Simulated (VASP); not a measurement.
# V (I4_1/amd) in VASP: further runs

The runs below take V through single point, with PBE.

All numbers are computed with VASP 6.6.1; they aren't measurements. Logs are shortened: lines on timing, memory, paths and dates and some standing lists are left out, and cuts for length are marked.

### Step 1. The cell of the first run

The structure is tetragonal, space group I4_1/amd (No. 141). Conventional cell: a = 4.224 Å, b = 4.224 Å, c = 2.399 Å, α = 90.00°, β = 90.00°, γ = 90.00°. V (site symmetry -4m2) has 10 V at 2.20 to 2.77 Å within 2.9 Å.

### Step 2. Single point, PBE

Contents of INCAR:

```
PREC = Accurate
ENCUT = 520
EDIFF = 1E-6
ISMEAR = -1
SIGMA = 0.1
LREAL = False
LASPH = True
NELM = 80
ALGO = Normal
ISIF = 2
LWAVE = False
LCHARG = True
GGA = PE
LELF = True
LVHAR = True
NBANDS = 20
```

Contents of KPOINTS:

```
regular mesh
0
Gamma
  18 18 18
```

Contents of POSCAR:

```
V
1.0
   -2.1119111971      2.1119111971      1.1997238068
    2.1119111971     -2.1119111971      1.1997238068
    2.1119111971      2.1119111971     -1.1997238068
V
2
Direct
   -0.3750000000     -0.1250000000     -0.2500000000
    0.3750000000      0.1250000000      0.2500000000
```

Potentials or basis: VASP PAW PBE potentials, release 64 (V_sv).

The run is started by

```
> cat potpaw_PBE.64/V_sv/POTCAR > POTCAR
> mpirun -np 1 vasp_std > vasp.out
```

OUTCAR:

```text
PREC = Accurate
   ENCUT = 520
   EDIFF = 1E-6
   ISMEAR = -1
   LREAL = False
   LASPH = True
   NELM = 80
   ISIF = 2
   GGA = PE

 ion  position               nearest neighbor table
   1  0.625  0.875  0.750-   2 2.20   2 2.20   2 2.20   2 2.20   2 2.77   2 2.77   2 2.77   2 2.77

   2  0.375  0.125  0.250-   1 2.20   1 2.20   1 2.20   1 2.20   1 2.77   1 2.77   1 2.77   1 2.77

  LATTYP: Found a body centered tetragonal cell.
 ALAT       =     4.2238223942
 C/A-ratio  =     0.5680749306

  Lattice vectors:

 A1 = (  -2.1119111971,   2.1119111971,   1.1997238068)
 A2 = (   2.1119111971,  -2.1119111971,   1.1997238068)
 A3 = (   2.1119111971,   2.1119111971,  -1.1997238068)

Analysis of symmetry for initial positions (statically):
=====================================================================
 Subroutine PRICEL returns:
 Original cell was already a primitive cell.

 Routine SETGRP: Setting up the symmetry group for a
 body centered tetragonal supercell.

 Subroutine GETGRP returns: Found 16 space group operations
 (whereof  4 operations were pure point group operations)
 out of a pool of 16 trial point group operations.

The static configuration has the point symmetry C_2h.
 The point group associated with its full space group is D_4h.

Analysis of symmetry for dynamics (positions and initial velocities):
=====================================================================
 Subroutine PRICEL returns:
 Original cell was already a primitive cell.

 Routine SETGRP: Setting up the symmetry group for a
 body centered tetragonal supercell.

 Subroutine GETGRP returns: Found 16 space group operations
 (whereof  4 operations were pure point group operations)
 out of a pool of 16 trial point group operations.

The dynamic configuration has the point symmetry C_2h.
 The point group associated with its full space group is D_4h.

 Subroutine INISYM returns: Found 16 space group operations
 (whereof  4 operations are pure point group operations),
 and found     1 'primitive' translations

----------------------------------------------------------------------------------------

                                     Primitive cell

  volume of cell :      21.4039

  direct lattice vectors                    reciprocal lattice vectors
    -2.111911197  2.111911197  1.199723807     0.000000000  0.236752379  0.416762589
     2.111911197 -2.111911197  1.199723807     0.236752379  0.000000000  0.416762589
     2.111911197  2.111911197 -1.199723807     0.236752379  0.236752379  0.000000000

  length of vectors
     3.218644905  3.218644905  3.218644905     0.479314870  0.479314870  0.334818425

  position of ions in fractional coordinates (direct lattice)
     0.625000000  0.875000000  0.750000000
     0.375000000  0.125000000  0.250000000

  ion indices of the primitive-cell ions
   primitive index   ion index
                 1           1
                 2           2

----------------------------------------------------------------------------------------

 KPOINTS: regular mesh

Automatic generation of k-mesh.
 Grid dimensions read from file:
 generate k-points for:   18   18   18

 Generating k-lattice:

  Cartesian coordinates                     Fractional coordinates (reciprocal lattice)
     0.000000000  0.013152910  0.023153477     0.055555556  0.000000000 -0.000000000
     0.013152910  0.000000000  0.023153477     0.000000000  0.055555556 -0.000000000
     0.013152910  0.013152910  0.000000000     0.000000000  0.000000000  0.055555556

  Length of vectors
     0.026628604  0.026628604  0.018601024

  Shift w.r.t. Gamma in fractional coordinates (k-lattice)
     0.000000000  0.000000000  0.000000000

 Subroutine IBZKPT returns following result:
 ===========================================

 Found    480 irreducible k-points:

 Following reciprocal coordinates:
            Coordinates               Weight
  0.000000  0.000000  0.000000      1.000000
  0.055556  0.000000 -0.000000      8.000000
  0.111111  0.000000 -0.000000      8.000000
  0.166667  0.000000  0.000000      8.000000
  0.222222  0.000000  0.000000      8.000000
  0.277778 -0.000000  0.000000      8.000000
[... 16 lines left out ...]
 -0.277778  0.055556 -0.000000     16.000000
 -0.222222  0.055556  0.000000     16.000000
 [... further k-points ...]
   k-points           NKPTS =    480   k-points in BZ     NKDIM =    480   number of bands    NBANDS=     20
   number of dos      NEDOS =    301   number of ions     NIONS =      2
   total plane-waves  NPLWV =  13824
   dimension x,y,z NGX =    24 NGY =   24 NGZ =   24
   dimension x,y,z NGXF=    48 NGYF=   48 NGZF=   48
   ions per type =               2
   NGX,Y,Z   is equivalent  to a cutoff of  12.40, 12.40, 12.40 a.u.
   NGXF,Y,Z  is equivalent  to a cutoff of  24.79, 24.79, 24.79 a.u.
 SYSTEM =  unknown system
   PREC   = accura    normal or accurate (medium, high low for compatibility)
   ISTART =      0    job   : 0-new  1-cont  2-samecut
   ICHARG =      2    charge: 1-file 2-atom 10-const
   ISPIN  =      1    spin polarized calculation?
   LNONCOLLINEAR =      F non collinear calculations
   LSORBIT =      F    spin-orbit coupling
   LASPH  =      T    aspherical Exc in radial PAW
   ENCUT  =  520.0 eV  38.22 Ry    6.18 a.u.   5.98  5.98  5.98*2*pi/ulx,y,z
   NELM   =     80;   NELMIN=  2; NELMDL= -5     # of ELM steps
   EDIFF  = 0.1E-05   stopping-criterion for ELM
   LREAL  =      F    real-space projection
   EDIFFG = 0.1E-04   stopping-criterion for IOM
   NSW    =      0    number of steps for IOM
   IBRION =     -1    ionic relax: 0-MD 1-quasi-New 2-CG
   NFREE  =      0    steps in history (QN), initial steepest desc. (CG)
   ISIF   =      2    stress and relaxation
   ISYM   =      2    0-nonsym 1-usesym 2-fastsym
   POTIM  = 0.5000    time-step for ionic-motion
   TEBEG  =    0.0;   TEEND  =   0.0 temperature during run
   PSTRESS=    0.0 pullay stress
   NELECT =      26.0000    total number of electrons
   NUPDOWN=      -1.0000    fix difference up-down
   EMIN   =  10.00;   EMAX   =-10.00  energy-range for DOS
   EFERMI =   0.00;   METHOD = LEGACY
   ISMEAR =    -1;   SIGMA  =   0.10  broadening in eV -4-tet -1-fermi 0-gaus
   EFERMI_NEDOS =   21; number of points for ismear=-14 and -15
   IALGO  =     38    algorithm
   IMIX   =      4    mixing-type and parameters
     AMIX     =   0.40;   BMIX     =  1.00
     AMIX_MAG =   1.60;   BMIX_MAG =  1.00
  volume/ion in A,a.u.               =      10.70        72.22
  Fermi-wavevector in a.u.,A,eV,Ry     =   1.746767  3.300912 41.514049  3.051197
  Thomas-Fermi vector in A             =   2.818198
   LORBIT       =      0    0 simple, 1 ext, 2 COOP (PROOUT), +10 PAW based schemes
   GGA     = PE    functional components
   LHFCALC =     F    Hartree Fock is set to
   AEXX    =    0.0000 exact exchange contribution
   IVDW    =     0    specifies the selected vdW correction
   LEPSILON=     F    determine dielectric tensor
   LRPA    =     F    only Hartree local field effects (RPA)
 non-spin polarized calculation
  energy-cutoff  :      520.00
  volume of cell :       21.40
 maximum number of plane-waves:       591
   NGX = 11   NGY = 11   NGZ = 11

 number of electron      25.9999996 magnetization

 Free energy of the ion-electron system (eV)
  ---------------------------------------------------
  ext. energy  EPLUGINS =         0.00000000
  ---------------------------------------------------
  free energy    TOTEN  =       -15.89191174 eV

  energy without entropy =      -15.83425829  energy(sigma->0) =      -15.86308502

 E-fermi :  13.3880     XC(G=0): -14.1251

 val. band max:       13.3874974297   @ k =  -0.3889   0.5000   0.0556
 cond. band min:      13.3949368591   @ k =   0.3889   0.3889   0.0556
 fundamental gap:      0.0074394294
 Fermi energy:        13.3879759198

 k-point     1 :       0.0000    0.0000    0.0000
  band No.  band energies     occupation
      1     -50.8293      2.00000
      2     -49.7934      2.00000
      3     -25.2280      2.00000
      4     -25.2280      2.00000
      5     -23.5280      2.00000
      6     -23.4979      2.00000
[... 12 lines left out ...]
     19      19.3349      0.00000
     20      23.1329      0.00000

 k-point     2 :       0.0556    0.0000   -0.0000
  band No.  band energies     occupation
      1     -50.8162      2.00000
      2     -49.7943      2.00000
      3     -25.2253      2.00000
      4     -25.2067      2.00000
      5     -23.5702      2.00000
      6     -23.5412      2.00000
[... 12 lines left out ...]
     19      19.2082      0.00000
     20      23.3516      0.00000

 k-point     3 :       0.1111    0.0000   -0.0000
  band No.  band energies     occupation
      1     -50.7783      2.00000
      2     -49.7973      2.00000
      3     -25.2176      2.00000
      4     -25.1461      2.00000
      5     -23.6939      2.00000
      6     -23.6593      2.00000
[... 12 lines left out ...]
     19      18.9786      0.00000
     20      23.9267      0.00000

 k-point     4 :       0.1667    0.0000    0.0000
  band No.  band energies     occupation
      1     -50.7187      2.00000
      2     -49.8029      2.00000
      3     -25.2055      2.00000
      4     -25.0569      2.00000
      5     -23.8929      2.00000
      6     -23.8176      2.00000
[... 12 lines left out ...]
     19      18.8134      0.00000
     20      24.6523      0.00000

 k-point     5 :       0.2222    0.0000    0.0000
  band No.  band energies     occupation
      1     -50.6428      2.00000
      2     -49.8120      2.00000
      3     -25.1904      2.00000
      4     -24.9600      2.00000
      5     -24.1338      2.00000
      6     -23.9878      2.00000
[... 12 lines left out ...]
     19      18.7017      0.00000
     20      25.2760      0.00000

 k-point     6 :       0.2778   -0.0000    0.0000
  band No.  band energies     occupation
      1     -50.5577      2.00000
      2     -49.8252      2.00000
      3     -25.1738      2.00000
      4     -24.8953      2.00000
      5     -24.3735      2.00000
      6     -24.1288      2.00000
[... 12 lines left out ...]
     19      18.5839      0.00000
     20      25.5969      0.00000

 k-point     7 :       0.3333    0.0000    0.0000
  band No.  band energies     occupation
      1     -50.4719      2.00000
      2     -49.8425      2.00000
      3     -25.1578      2.00000
      4     -24.9191      2.00000
      5     -24.5698      2.00000
      6     -24.1849      2.00000
[... 12 lines left out ...]
     19      18.4323      0.00000
     20      25.5743      0.00000
[... 277 lines left out ...]
 k-point    20 :      -0.4444    0.0556   -0.0000
  band No.  band energies     occupation
      1     -50.3688      2.00000
      2     -49.8893      2.00000
      3     -25.1694      2.00000
      4     -24.9918      2.00000
      5     -24.7270      2.00000
      6     -24.0372      2.00000
[... 12 lines left out ...]
     19      18.2884      0.00000
     20      24.5952      0.00000

 k-point    21 :      -0.3889    0.0556    0.0000
  band No.  band energies     occupation
      1     -50.4392      2.00000
      2     -49.8752      2.00000
      3     -25.1732      2.00000
      4     -24.8782      2.00000
      5     -24.6056      2.00000
      6     -24.0851      2.00000
[... 12 lines left out ...]
     19      18.2709      0.00000
     20      24.6838      0.00000

 k-point    22 :      -0.3333    0.0556    0.0000
  band No.  band energies     occupation
      1     -50.5237      2.00000
      2     -49.8591      2.00000
      3     -25.1867      2.00000
      4     -24.8189      2.00000
      5     -24.4251      2.00000
      6     -24.0685      2.00000
[... 12 lines left out ...]
     19      18.4327      0.00000
     20      24.6266      0.00000

 k-point    23 :      -0.2778    0.0556   -0.0000
  band No.  band energies     occupation
      1     -50.6107      2.00000
      2     -49.8442      2.00000
      3     -25.2012      2.00000
      4     -24.8672      2.00000
      5     -24.1904      2.00000
      6     -23.9595      2.00000
[... 12 lines left out ...]
     19      18.5468      0.00000
     20      24.3635      0.00000

 k-point    24 :      -0.2222    0.0556    0.0000
  band No.  band energies     occupation
      1     -50.6907      2.00000
      2     -49.8312      2.00000
      3     -25.2129      2.00000
      4     -24.9707      2.00000
      5     -23.9472      2.00000
      6     -23.8048      2.00000
[... 12 lines left out ...]
     19      18.6068      0.00000
     20      23.8927      0.00000

 [... further k-points ...]
[... 5 lines left out ...]
  --------------------------------------------------------------------------------------
  -------------------------------------------------------------------------------------
  Total        9.5127935      9.5127935      9.3646042     -0.0000000      0.0000000      0.0000000
  in kB      712.0755545    712.0755545    700.9829179     -0.0000000      0.0000000      0.0000000
  external PRESSURE =     708.3780090 kB  Pullay stress =       0.0000000 kB

 VOLUME and BASIS-vectors are now :
 -----------------------------------------------------------------------------
  energy-cutoff  :      520.00
  volume of cell :       21.40
      direct lattice vectors                 reciprocal lattice vectors
    -2.111911197  2.111911197  1.199723807     0.000000000  0.236752379  0.416762589
     2.111911197 -2.111911197  1.199723807     0.236752379  0.000000000  0.416762589
     2.111911197  2.111911197 -1.199723807     0.236752379  0.236752379  0.000000000

 POSITION                                       TOTAL-FORCE (eV/Angst)
 -----------------------------------------------------------------------------------
      2.11191      1.05596      0.89979        -0.000000      0.000000     -0.000000
     -0.00000      1.05596      0.29993         0.000000     -0.000000      0.000000
 -----------------------------------------------------------------------------------
    total drift:                               -0.000000      0.000000      0.000000

  FREE ENERGIE OF THE ION-ELECTRON SYSTEM (eV)
  ---------------------------------------------------
  free  energy   TOTEN  =       -15.8919117427 eV

  energy  without entropy=      -15.8342582874  energy(sigma->0) =      -15.86308502
```

Wall time 3.6 min (1 thread of Intel Xeon 8259CL, shared host); peak memory 0.27 GiB.

Results:

* Free energy: -15.8919 eV
* Pressure: 70.8 GPa
* Band gap on the k mesh: zero (bands 13 and 14 overlap by 1.31 eV)

Caveat: the cell stands under pressure.

### Step 3. Single point, PBE

Contents of INCAR:

```
ALGO = Normal
EDIFF = 1E-6
ENCUT = 520
GGA = PE
ISIF = 2
ISMEAR = -1
LASPH = True
LCHARG = False
LREAL = False
LWAVE = False
NBANDS = 20
NELM = 80
PREC = Accurate
SIGMA = 0.1
```

Contents of KPOINTS:

```
k-points
0
Gamma
  18 18 18
```

Contents of POSCAR:

```
V
1.0
   -2.1115451716      2.1115451716      1.1998520107
    2.1115451716     -2.1115451716      1.1998520107
    2.1115451716      2.1115451716     -1.1998520107
V
2
Direct
   -0.3750000000     -0.1250000000     -0.2500000000
    0.3750000000      0.1250000000      0.2500000000
```

Potentials or basis: VASP PAW PBE potentials, release 64 (V_sv).

The run is started by

```
> cat potpaw_PBE.64/V_sv/POTCAR > POTCAR
> mpirun -np 1 vasp_std > vasp.out
```

It took 3.6 min on 1 thread of Intel Xeon 8259CL, shared host; peak memory 0.27 GiB.

Results (log left out):

```yaml
Free_energy: -15.8896 eV
Pressure: 70.9 GPa
Band_gap_on_the_k_mesh: zero (bands 13 and 14 overlap by 1.31 eV)
```

Stress tensor (GPa, compression positive):
```
71.33  0.00  0.00
 0.00 71.33  0.00
 0.00  0.00 70.14
```

Levels at points of the mesh, in eV from the Fermi level:
| k point | band 11 | band 12 | band 13 | band 14 | band 15 | band 16 |
| --- | --- | --- | --- | --- | --- | --- |
| (0.00, 0.00, 0.00) | -2.77 | -1.97 | -1.11 | 2.06 | 2.06 | 2.15 |
| (0.50, 0.00, 0.00) | -2.54 | -1.34 | 0.35 | 1.01 | 1.26 | 2.53 |
| (0.50, 0.50, 0.00) | -1.98 | -1.98 | -0.32 | -0.32 | 2.10 | 2.10 |
| (0.50, 0.50, 0.50) | -1.04 | -1.04 | 0.74 | 0.74 | 1.82 | 1.82 |

Caveat: the cell stands under pressure.
